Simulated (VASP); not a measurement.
Wanted: the native input for a VASP 6.6.1 run.

```yaml
Task: single point
Functional: PBEsol
Potentials_or_basis: VASP PAW PBE potentials, release 64 (Al, N)
Cutoff: 520 eV
k_mesh: 9 × 9 × 6
Occupations: gaussian, width 0.05 eV
Spin: no spin polarisation
Dipole_correction: no
Further_INCAR_settings: ALGO = Normal; EDIFF = 1e-06; NBANDS = 16
```

The structure of AlN lies in POSCAR:

```
AlN
1.0
    3.2618000000      0.0000000000      0.0000000000
   -1.6309000000      2.8248016620      0.0000000000
    0.0000000000      0.0000000000      4.1814000000
Al N
2 2
Direct
    0.3333333333      0.6666666667      0.7500000000
    0.6666666667      0.3333333333      0.2500000000
    0.3333333333      0.6666666667      0.2500000000
    0.6666666667      0.3333333333      0.7500000000
```

The input as run:

INCAR

```
SYSTEM = AlN
ALGO = Normal
EDIFF = 1E-6
ENCUT = 520
GGA = PS
ISIF = 2
ISMEAR = 0
LASPH = .True.
LCHARG = .False.
LREAL = .False.
LWAVE = .False.
NBANDS = 16
NELM = 80
PREC = Accurate
SIGMA = 0.05
```

KPOINTS

```
k-points
0
Gamma
  9 9 6
  0 0 0
```

Potentials or basis: VASP PAW PBE potentials, release 64 (Al, N).

Run with:

```sh
$ cat potpaw_PBE.64/Al/POTCAR potpaw_PBE.64/N/POTCAR > POTCAR
$ mpirun -np 1 vasp_std > vasp.out
```

It gave:

The pressure is 3.9 GPa and the band gap on the k mesh is 3.39 eV, direct.

Caveat: the PAW data sets were made with another functional, which shifts forces and pressure a little.

Run time: 33 s on 1 thread of Intel(R) Xeon(R) Platinum 8259CL CPU @ 2.50GHz (Skylake/Cascade Lake), with other jobs on the host, peak memory 0.15 GiB.
